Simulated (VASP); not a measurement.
# Si3As2 (Pm-3m) in VASP: single point with PBE

Aim: the single point of Si3As2 with PBE.

Program: VASP 6.6.1. These are calculated values, not measurements. Logs are shortened: lines on timing, memory, paths and dates and some standing lists are left out, and cuts for length are marked.

### Step 1. The cell of the first run

It takes space group Pm-3m (No. 221, cubic). The conventional cell has a = 4.720 Å, b = 4.720 Å, c = 4.720 Å, α = 90.00°, β = 90.00°, γ = 90.00°. Si (site symmetry 4/mmm) has 2 As at 2.36 Å within 3.1 Å. As (site symmetry m-3m) has 12 Si at 3.34 Å and 8 As at 4.09 Å within 4.4 Å. As (site symmetry m-3m) has 6 Si at 2.36 Å within 3.1 Å.

### Step 2. Single point, PBE

INCAR reads:

```
SYSTEM = Si3As2
ALGO = Normal
EDIFF = 1E-7
ENCUT = 520
GGA = PE
ISIF = 2
ISMEAR = 0
LASPH = .True.
LCHARG = .False.
LREAL = .False.
LWAVE = .False.
NBANDS = 19
NELM = 100
PREC = Accurate
SIGMA = 0.1
```

KPOINTS reads:

```
k-points
0
Gamma
  4 4 4
  0 0 0
```

POSCAR reads:

```
Si3As2
1.0
    4.7198403100      0.0000000000      0.0000000000
    0.0000000000      4.7198403100      0.0000000000
    0.0000000000      0.0000000000      4.7198403100
Si As
3 2
Direct
    0.0000000000      0.5000000000      0.5000000000
    0.5000000000      0.0000000000      0.5000000000
    0.5000000000      0.5000000000      0.0000000000
    0.0000000000      0.0000000000      0.0000000000
    0.5000000000      0.5000000000      0.5000000000
```

Potentials or basis: VASP PAW PBE potentials, release 64 (Si, As).

On the command line:

```sh
$ cat potpaw_PBE.64/Si/POTCAR potpaw_PBE.64/As/POTCAR > POTCAR
$ mpirun -np 1 vasp_std > vasp.out
```

OUTCAR:

```text
SYSTEM = Si3As2
   EDIFF = 1E-7
   ENCUT = 520
   GGA = PE
   ISIF = 2
   ISMEAR = 0
   LASPH = .True.
   LREAL = .False.
   NELM = 100
   PREC = Accurate

 ion  position               nearest neighbor table
   1  0.000  0.500  0.500-   5 2.36   5 2.36
   2  0.500  0.000  0.500-   5 2.36   5 2.36
   3  0.500  0.500  0.000-   5 2.36   5 2.36
   4  0.000  0.000  0.000-
   5  0.500  0.500  0.500-   1 2.36   2 2.36   3 2.36   3 2.36   2 2.36   1 2.36

  LATTYP: Found a simple cubic cell.
 ALAT       =     4.7198403100

  Lattice vectors:

 A1 = (   4.7198403100,   0.0000000000,   0.0000000000)
 A2 = (   0.0000000000,   4.7198403100,   0.0000000000)
 A3 = (   0.0000000000,   0.0000000000,   4.7198403100)

Analysis of symmetry for initial positions (statically):
=====================================================================
 Subroutine PRICEL returns:
 Original cell was already a primitive cell.

 Routine SETGRP: Setting up the symmetry group for a
 simple cubic supercell.

 Subroutine GETGRP returns: Found 48 space group operations
 (whereof 48 operations were pure point group operations)
 out of a pool of 48 trial point group operations.

The static configuration has the point symmetry O_h .

Analysis of symmetry for dynamics (positions and initial velocities):
=====================================================================
 Subroutine PRICEL returns:
 Original cell was already a primitive cell.

 Routine SETGRP: Setting up the symmetry group for a
 simple cubic supercell.

 Subroutine GETGRP returns: Found 48 space group operations
 (whereof 48 operations were pure point group operations)
 out of a pool of 48 trial point group operations.

The dynamic configuration has the point symmetry O_h .

 Subroutine INISYM returns: Found 48 space group operations
 (whereof 48 operations are pure point group operations),
 and found     1 'primitive' translations

----------------------------------------------------------------------------------------

                                     Primitive cell

  volume of cell :     105.1434

[... 74 lines left out ...]
   LNONCOLLINEAR =      F non collinear calculations
   LSORBIT =      F    spin-orbit coupling
   LASPH  =      T    aspherical Exc in radial PAW
   ENCUT  =  520.0 eV  38.22 Ry    6.18 a.u.   8.78  8.78  8.78*2*pi/ulx,y,z
   NELM   =    100;   NELMIN=  2; NELMDL= -5     # of ELM steps
   EDIFF  = 0.1E-06   stopping-criterion for ELM
   LREAL  =      F    real-space projection
   EDIFFG = 0.1E-05   stopping-criterion for IOM
   NSW    =      0    number of steps for IOM
   IBRION =     -1    ionic relax: 0-MD 1-quasi-New 2-CG
   NFREE  =      0    steps in history (QN), initial steepest desc. (CG)
   ISIF   =      2    stress and relaxation
   ISYM   =      2    0-nonsym 1-usesym 2-fastsym
   POTIM  = 0.5000    time-step for ionic-motion
   TEBEG  =    0.0;   TEEND  =   0.0 temperature during run
   PSTRESS=    0.0 pullay stress
   NELECT =      22.0000    total number of electrons
   NUPDOWN=      -1.0000    fix difference up-down
   EMIN   =  10.00;   EMAX   =-10.00  energy-range for DOS
   EFERMI =   0.00;   METHOD = LEGACY
   ISMEAR =     0;   SIGMA  =   0.10  broadening in eV -4-tet -1-fermi 0-gaus
   EFERMI_NEDOS =   21; number of points for ismear=-14 and -15
   IALGO  =     38    algorithm
   IMIX   =      4    mixing-type and parameters
     AMIX     =   0.40;   BMIX     =  1.00
     AMIX_MAG =   1.60;   BMIX_MAG =  1.00
  volume/ion in A,a.u.               =      21.03       141.91
  Fermi-wavevector in a.u.,A,eV,Ry     =   0.971900  1.836625 12.851932  0.944590
  Thomas-Fermi vector in A             =   2.102155
   LORBIT       =      0    0 simple, 1 ext, 2 COOP (PROOUT), +10 PAW based schemes
   GGA     = PE    functional components
   LHFCALC =     F    Hartree Fock is set to
   AEXX    =    0.0000 exact exchange contribution
   IVDW    =     0    specifies the selected vdW correction
   LEPSILON=     F    determine dielectric tensor
   LRPA    =     F    only Hartree local field effects (RPA)
 non-spin polarized calculation
 Gauss-broadening in eV      SIGMA  =   0.10
  energy-cutoff  :      520.00
  volume of cell :      105.14
 maximum number of plane-waves:      2897
 NGX is ok and might be reduce to    36
   NGX = 17   NGY = 17   NGZ = 17

 number of electron      21.9999995 magnetization

 Free energy of the ion-electron system (eV)
  ---------------------------------------------------
  ext. energy  EPLUGINS =         0.00000000
  ---------------------------------------------------
  free energy    TOTEN  =       -20.54755946 eV

  energy without entropy =      -20.52843671  energy(sigma->0) =      -20.53799808

 E-fermi :   5.6480     XC(G=0):  -9.8065

 val. band max:        5.5753829547   @ k =   0.2500   0.2500   0.0000
 cond. band min:       5.6565448781   @ k =   0.5000   0.2500   0.0000
 fundamental gap:      0.0811619234
 Fermi energy:         5.6480469691

 k-point     1 :       0.0000    0.0000    0.0000
  band No.  band energies     occupation
      1      -8.9548      2.00000
      2      -4.5241      2.00000
      3      -0.7983      2.00000
      4      -0.7983      2.00000
      5      -0.7983      2.00000
      6      -0.3670      2.00000
[... 197 lines left out ...]
      6       1.1307      2.00000
[... 11 lines left out ...]
     18       9.6493      0.00000
     19       9.6493      0.00000

------------------------ aborting loop because EDIFF is reached ----------------------------------------

  FORCE on cell =-STRESS in cart. coord.  units (eV):
  Direction    XX          YY          ZZ          XY          YZ          ZX
  --------------------------------------------------------------------------------------
  -------------------------------------------------------------------------------------
  Total        0.7779560      0.7779560      0.7779560      0.0000000      0.0000000     -0.0000000
  in kB       11.8545120     11.8545120     11.8545120      0.0000000      0.0000000     -0.0000000
  external PRESSURE =      11.8545120 kB  Pullay stress =       0.0000000 kB

 VOLUME and BASIS-vectors are now :
 -----------------------------------------------------------------------------
  energy-cutoff  :      520.00
  volume of cell :      105.14
      direct lattice vectors                 reciprocal lattice vectors
     4.719840310  0.000000000  0.000000000     0.211871575  0.000000000  0.000000000
     0.000000000  4.719840310  0.000000000     0.000000000  0.211871575  0.000000000
     0.000000000  0.000000000  4.719840310     0.000000000  0.000000000  0.211871575

 POSITION                                       TOTAL-FORCE (eV/Angst)
 -----------------------------------------------------------------------------------
      0.00000      2.35992      2.35992         0.000000      0.000000      0.000000
      2.35992      0.00000      2.35992         0.000000      0.000000      0.000000
      2.35992      2.35992      0.00000         0.000000      0.000000      0.000000
      0.00000      0.00000      0.00000         0.000000      0.000000      0.000000
      2.35992      2.35992      2.35992         0.000000      0.000000      0.000000
 -----------------------------------------------------------------------------------
    total drift:                                0.000000      0.000000      0.000000

  FREE ENERGIE OF THE ION-ELECTRON SYSTEM (eV)
  ---------------------------------------------------
  free  energy   TOTEN  =       -20.5475594572 eV

  energy  without entropy=      -20.5284367064  energy(sigma->0) =      -20.53799808
```

stdout:

```text
POSCAR found type information on POSCAR SiAs
 POSCAR found :  2 types and       5 ions
 scaLAPACK will be used
 LDA part: xc-table for (Slater+PW92), standard interpolation
 POSCAR, INCAR and KPOINTS ok, starting setup
 FFT: planning ... GRIDC
 FFT: planning ... GRID_SOFT
 FFT: planning ... GRID
 WAVECAR not read
 entering main loop
```

It took 43 s on 1 thread of Intel Xeon 8259CL, shared host; peak memory 0.2 GiB.

What came out:

- Free energy: -20.5476 eV
- Pressure: 1.2 GPa
- Band gap on the k mesh: zero (band 11 reaches 7.44 eV, above the bottom of band 12 at 4.88 eV)

Levels at points of the mesh, in eV from the Fermi level:
```tsv
k point	band 9	band 10	band 11	band 12	band 13	band 14
(0.00, 0.00, 0.00)	-1.33	-1.33	-1.33	1.30	1.30	1.30
(0.50, 0.00, 0.00)	-2.38	-0.37	0.21	0.85	1.23	1.23
(0.50, 0.50, 0.00)	-2.02	-1.05	-0.77	-0.77	1.29	1.29
(0.50, 0.50, 0.50)	1.49	1.49	1.79	1.79	1.79	2.73
```
